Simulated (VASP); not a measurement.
## InSb: relaxation of cell and atoms with PBEsol

Crystal: InSb.

```
CELL_PARAMETERS angstrom
0.00000 3.25993 3.25993
3.25993 0.00000 3.25993
3.25993 3.25993 0.00000
ATOMIC_POSITIONS crystal
In 0.00000 0.00000 0.00000
Sb 0.75000 0.75000 0.75000
```

```json
{"Program": "VASP 6.6.1", "Task": "relaxation of cell and atoms", "Functional": "PBEsol", "Potentials or basis": "VASP PAW PBE potentials, release 64 (In_d, Sb)", "Cutoff": "600 eV", "k mesh": "12 × 12 × 12", "Occupations": "fermi-dirac, width 0.15 eV", "Spin": "no spin polarisation", "Dipole correction": "no", "Further INCAR settings": "ALGO = Normal; EDIFF = 1e-06; IBRION = 2; EDIFFG = -0.001; NSW = 80; ISIF = 3"}
```

| Property | Result |
| --- | --- |
| Relaxed volume | 34.69 Å³/atom |
| Relaxed cell | a = 4.612 Å, b = 4.612 Å, c = 4.612 Å, α = 60.00°, β = 60.00°, γ = 60.00° |
| Space group after relaxing (to 0.05 Å) | F-43m (No. 216) |
| Energy gained by relaxing | 0.0 meV/atom |
| Ionic steps | 2 |
| Pressure after relaxing | 0.0 GPa |
| Band gap on the k mesh | zero (filled and empty bands touch) |

Final structure:
```yaml
crystal:
  lattice:
    - [0.00000, 3.26136, 3.26136]
    - [3.26136, 0.00000, 3.26136]
    - [3.26136, 3.26136, 0.00000]
  atoms:
    - { symbol: In, position: [0.00000, 0.00000, 0.00000] }
    - { symbol: Sb, position: [0.75000, 0.75000, 0.75000] }
```

Levels at points of the mesh, in eV from the Fermi level:
| k point | band 6 | band 7 | band 8 | band 9 | band 10 | band 11 | band 12 | band 13 |
| --- | --- | --- | --- | --- | --- | --- | --- | --- |
| (0.00, 0.00, 0.00) | -10.86 | -0.61 | -0.24 | -0.24 | -0.24 | 2.70 | 2.70 | 2.70 |
| (0.50, 0.00, 0.00) | -9.54 | -5.80 | -1.22 | -1.22 | 0.20 | 3.54 | 3.54 | 5.73 |
| (0.50, 0.50, 0.00) | -8.95 | -6.10 | -2.45 | -2.45 | 1.04 | 1.05 | 7.77 | 7.77 |

Run time: 93 s on 1 thread of Intel(R) Xeon(R) Platinum 8259CL CPU @ 2.50GHz (Skylake/Cascade Lake), with other jobs on the host, peak memory 0.29 GiB.

Caveat: the PAW data sets were made with another functional, which shifts forces and pressure a little; spin-orbit coupling is left out, which moves the levels of the heavy elements.
